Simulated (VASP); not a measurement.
# C (I-42m) in VASP: single point with r2SCAN

Aim: the single point of C with r2SCAN.

Everything below comes from runs of VASP 6.6.1. Logs are shortened: lines on timing, memory, paths and dates and some standing lists are left out, and cuts for length are marked.

## (1) The cell of the first run

It takes space group I-42m (No. 121, tetragonal). Conventional cell: a = 4.858 Å, b = 4.858 Å, c = 4.858 Å, α = 90.00°, β = 90.00°, γ = 90.00°. Within 2.0 Å of C (site symmetry m) lie 4 C at 1.47 to 1.60 Å. Within 2.0 Å of C (site symmetry m) lie 4 C at 1.47 to 1.60 Å.

## (2) Single point, r2SCAN (mode 4 (716.0 1/cm) frozen in, largest displacement -0.150 Å)

POSCAR reads:

```
C
1.0
   -2.4291088834      2.4291088834      2.4291088834
    2.4291088834     -2.4291088834      2.4291088834
    2.4291088834      2.4291088834     -2.4291088834
C
8
Direct
    0.3002454067     -0.0378146348     -0.0378146348
    0.6997545933      0.6619399585      0.6619399585
    0.0000000000      0.3380600415      0.0378146348
    0.0000000000      0.0378146348      0.3380600415
    0.0000000000      0.6871497151      0.0378146348
    0.3506649197      0.3128502849      0.3128502849
    0.6493350803     -0.0378146348     -0.0378146348
    0.0000000000      0.0378146348      0.6871497151
```

INCAR.step1 reads:

```
  PREC = Accurate
  ENCUT = 520
  ISMEAR = 0
  SIGMA = 0.05
  LREAL = False
  LASPH = True
  NELM = 80
  NBANDS = 26
  GGA = PE
  ALGO = Normal
  EDIFF = 1E-4
  LWAVE = True
  LCHARG = False
```

INCAR.step2 reads:

```
  PREC = Accurate
  ENCUT = 520
  EDIFF = 1E-6
  ISMEAR = 0
  SIGMA = 0.05
  LREAL = False
  LASPH = True
  NELM = 80
  ALGO = Normal
  ISIF = 2
  LWAVE = False
  LCHARG = False
  METAGGA = R2SCAN
  LMIXTAU = True
  NBANDS = 26
  ISTART = 1
```

KPOINTS reads:

```
regular mesh
0
Gamma
  8 8 8
```

Potentials or basis: VASP PAW PBE potentials, release 64 (C).

On the command line:

```
$ cat potpaw_PBE.64/C/POTCAR > POTCAR
$ cp INCAR.step1 INCAR
$ mpirun -np 1 vasp_std > vasp.out
$ cp INCAR.step2 INCAR
$ mpirun -np 1 vasp_std > vasp.out
```

OUTCAR:

```text
PREC = Accurate
   ENCUT = 520
   EDIFF = 1E-6
   ISMEAR = 0
   LREAL = False
   LASPH = True
   NELM = 80
   ISIF = 2
   METAGGA = R2SCAN
   ISTART = 1

 ion  position               nearest neighbor table
   1  0.300  0.962  0.962-   7 1.47   6 1.59   5 1.60   8 1.60   2 2.06
   2  0.700  0.662  0.662-   6 1.47   7 1.59   5 1.60   8 1.60   1 2.06
   3  0.000  0.338  0.038-   5 1.47   8 1.59   7 1.60   6 1.60   4 2.06
   4  0.000  0.038  0.338-   8 1.47   5 1.59   7 1.60   6 1.60   3 2.06
   5  0.000  0.687  0.038-   3 1.47   4 1.59   1 1.60   2 1.60
   6  0.351  0.313  0.313-   2 1.47   1 1.59   4 1.60   3 1.60
   7  0.649  0.962  0.962-   1 1.47   2 1.59   4 1.60   3 1.60
   8  0.000  0.038  0.687-   4 1.47   3 1.59   1 1.60   2 1.60

  LATTYP: Found a body centered cubic cell.
 ALAT       =     4.8582177668

  Lattice vectors:

 A1 = (  -2.4291088834,   2.4291088834,   2.4291088834)
 A2 = (   2.4291088834,  -2.4291088834,   2.4291088834)
 A3 = (   2.4291088834,   2.4291088834,  -2.4291088834)

Analysis of symmetry for initial positions (statically):
=====================================================================
 Subroutine PRICEL returns:
 Original cell was already a primitive cell.

 Routine SETGRP: Setting up the symmetry group for a
 body centered cubic supercell.

 Subroutine GETGRP returns: Found  8 space group operations
 (whereof  8 operations were pure point group operations)
 out of a pool of 48 trial point group operations.

The static configuration has the point symmetry D_2d.

Analysis of symmetry for dynamics (positions and initial velocities):
=====================================================================
 Subroutine PRICEL returns:
 Original cell was already a primitive cell.

 Routine SETGRP: Setting up the symmetry group for a
 body centered cubic supercell.

 Subroutine GETGRP returns: Found  8 space group operations
 (whereof  8 operations were pure point group operations)
 out of a pool of 48 trial point group operations.

The dynamic configuration has the point symmetry D_2d.

 Subroutine INISYM returns: Found  8 space group operations
 (whereof  8 operations are pure point group operations),
 and found     1 'primitive' translations

----------------------------------------------------------------------------------------
[... 103 lines left out ...]
   ENCUT  =  520.0 eV  38.22 Ry    6.18 a.u.   7.82  7.82  7.82*2*pi/ulx,y,z
   NELM   =     80;   NELMIN=  2; NELMDL=  0     # of ELM steps
   EDIFF  = 0.1E-05   stopping-criterion for ELM
   LREAL  =      F    real-space projection
   EDIFFG = 0.1E-04   stopping-criterion for IOM
   NSW    =      0    number of steps for IOM
   IBRION =     -1    ionic relax: 0-MD 1-quasi-New 2-CG
   NFREE  =      0    steps in history (QN), initial steepest desc. (CG)
   ISIF   =      2    stress and relaxation
   ISYM   =      2    0-nonsym 1-usesym 2-fastsym
   POTIM  = 0.5000    time-step for ionic-motion
   TEBEG  =    0.0;   TEEND  =   0.0 temperature during run
   PSTRESS=    0.0 pullay stress
   NELECT =      32.0000    total number of electrons
   NUPDOWN=      -1.0000    fix difference up-down
   EMIN   =  10.00;   EMAX   =-10.00  energy-range for DOS
   EFERMI =   0.00;   METHOD = LEGACY
   ISMEAR =     0;   SIGMA  =   0.05  broadening in eV -4-tet -1-fermi 0-gaus
   EFERMI_NEDOS =   21; number of points for ismear=-14 and -15
   IALGO  =     38    algorithm
   IMIX   =      4    mixing-type and parameters
     AMIX     =   0.40;   BMIX     =  1.00
     AMIX_MAG =   1.60;   BMIX_MAG =  1.00
  volume/ion in A,a.u.               =       7.17        48.36
  Fermi-wavevector in a.u.,A,eV,Ry     =   1.347901  2.547163 24.719552  1.816836
  Thomas-Fermi vector in A             =   2.475613
   LORBIT       =      0    0 simple, 1 ext, 2 COOP (PROOUT), +10 PAW based schemes
   METAGGA = R2SCAN    functional components
   LHFCALC =     F    Hartree Fock is set to
   AEXX    =    0.0000 exact exchange contribution
   IVDW    =     0    specifies the selected vdW correction
   LEPSILON=     F    determine dielectric tensor
   LRPA    =     F    only Hartree local field effects (RPA)
 non-spin polarized calculation
 Gauss-broadening in eV      SIGMA  =   0.05
  energy-cutoff  :      520.00
  volume of cell :       57.33
 maximum number of plane-waves:      1568
   NGX = 15   NGY = 15   NGZ = 15

 number of electron      32.0000000 magnetization

 Free energy of the ion-electron system (eV)
  ---------------------------------------------------
  ext. energy  EPLUGINS =         0.00000000
  ---------------------------------------------------
  free energy    TOTEN  =       -71.02716150 eV

  energy without entropy =      -71.02716150  energy(sigma->0) =      -71.02716150

 E-fermi :   7.3346     XC(G=0): -12.5236

 val. band max:        7.0342331965   @ k =   0.5000   0.5000   0.5000
 cond. band min:       9.7896610828   @ k =   0.1250   0.2500   0.1250
 fundamental gap:      2.7554278863
 Fermi energy:         7.3346232620

 k-point     1 :       0.0000    0.0000    0.0000
  band No.  band energies     occupation
      1     -15.3776      2.00000
      2      -6.9883      2.00000
      3      -6.8021      2.00000
      4      -6.8021      2.00000
      5      -6.1014      2.00000
      6      -6.1014      2.00000
[... 685 lines left out ...]
     25      17.9891      0.00000
     26      18.7203      0.00000

 [... further k-points ...]
[... 5 lines left out ...]
  --------------------------------------------------------------------------------------
  -------------------------------------------------------------------------------------
  Total       -3.8940133      0.2908218      0.2908218     -0.0000000      0.0000000      0.0000000
  in kB     -108.8195861      8.1271185      8.1271185     -0.0000000      0.0000000      0.0000000
  external PRESSURE =     -30.8551163 kB  Pullay stress =       0.0000000 kB

 VOLUME and BASIS-vectors are now :
 -----------------------------------------------------------------------------
  energy-cutoff  :      520.00
  volume of cell :       57.33
      direct lattice vectors                 reciprocal lattice vectors
    -2.429108883  2.429108883  2.429108883     0.000000000  0.205836800  0.205836800
     2.429108883 -2.429108883  2.429108883     0.205836800  0.000000000  0.205836800
     2.429108883  2.429108883 -2.429108883     0.205836800  0.205836800  0.000000000

 POSITION                                       TOTAL-FORCE (eV/Angst)
 -----------------------------------------------------------------------------------
      3.94518      0.72933      0.72933         2.785043      1.470318      1.470318
      1.51607      1.69978      1.69978         2.785043     -1.470318     -1.470318
      0.91304     -0.72933      0.72933        -2.785043     -1.470318      1.470318
      0.91304      0.72933     -0.72933        -2.785043      1.470318     -1.470318
      1.76102     -1.57731      1.57731        -2.522538     -1.150261      1.150261
      0.66809      0.85180      0.85180         2.522538     -1.150261     -1.150261
      3.09720      1.57731      1.57731         2.522538      1.150261      1.150261
      1.76102      1.57731     -1.57731        -2.522538      1.150261     -1.150261
 -----------------------------------------------------------------------------------
    total drift:                                0.000000      0.000000      0.000000

  FREE ENERGIE OF THE ION-ELECTRON SYSTEM (eV)
  ---------------------------------------------------
  free  energy   TOTEN  =       -71.0271615017 eV

  energy  without entropy=      -71.0271615017  energy(sigma->0) =      -71.02716150
```

OUTCAR.step1:

```text
PREC = Accurate
   ENCUT = 520
   ISMEAR = 0
   LREAL = False
   LASPH = True
[... 939 lines left out ...]
      1.76102     -1.57731      1.57731        -2.383470     -1.145078      1.145078
      0.66809      0.85180      0.85180         2.383470     -1.145078     -1.145078
      3.09720      1.57731      1.57731         2.383470      1.145078      1.145078
      1.76102      1.57731     -1.57731        -2.383470      1.145078     -1.145078
 -----------------------------------------------------------------------------------
    total drift:                                0.000000      0.000000      0.000000

  FREE ENERGIE OF THE ION-ELECTRON SYSTEM (eV)
  ---------------------------------------------------
  free  energy   TOTEN  =       -65.8202651855 eV

  energy  without entropy=      -65.8202651855  energy(sigma->0) =      -65.82026519
```

Wall time 3 min (1 thread of Intel Xeon Platinum 8259CL at 2.50GHz (Skylake/Cascade Lake), shared host); peak memory 0.21 GiB.

Results:

| Item | Value |
| --- | --- |
| Free energy | -71.0272 eV |
| Pressure | -3.1 GPa |
| Largest force | 3.476 eV/Å |
| Band gap on the k mesh | 2.76 eV, indirect (least direct gap 3.70 eV) |

Forces in eV/Å, atoms in the order of the input:
```
C    2.785  1.470  1.470
C    2.785 -1.470 -1.470
C   -2.785 -1.470  1.470
C   -2.785  1.470 -1.470
C   -2.523 -1.150  1.150
C    2.523 -1.150 -1.150
C    2.523  1.150  1.150
C   -2.523  1.150 -1.150
```

Levels at points of the mesh, in eV from the valence-band top:
```
           k point  band 13  band 14  band 15  band 16  band 17  band 18  band 19  band 20
(0.00, 0.00, 0.00)    -5.60    -1.22    -0.34    -0.34     3.80     3.80     4.21     5.78
(0.50, 0.00, 0.00)    -3.88    -3.31    -2.53    -1.97     3.79     4.85     5.44     6.28
(0.00, 0.50, 0.00)    -4.55    -3.62    -2.49    -1.51     3.78     4.76     4.88     6.51
(0.50, 0.50, 0.50)    -6.72    -0.04    -0.04     0.00     3.70     5.38     5.49     5.49
```

Caveat: the cell differs from its parent crystal (mode 4 (716.0 1/cm) frozen in, largest displacement -0.150 Å); the PAW data sets were made with another functional, which shifts forces and pressure a little. A k mesh can miss the band edges.
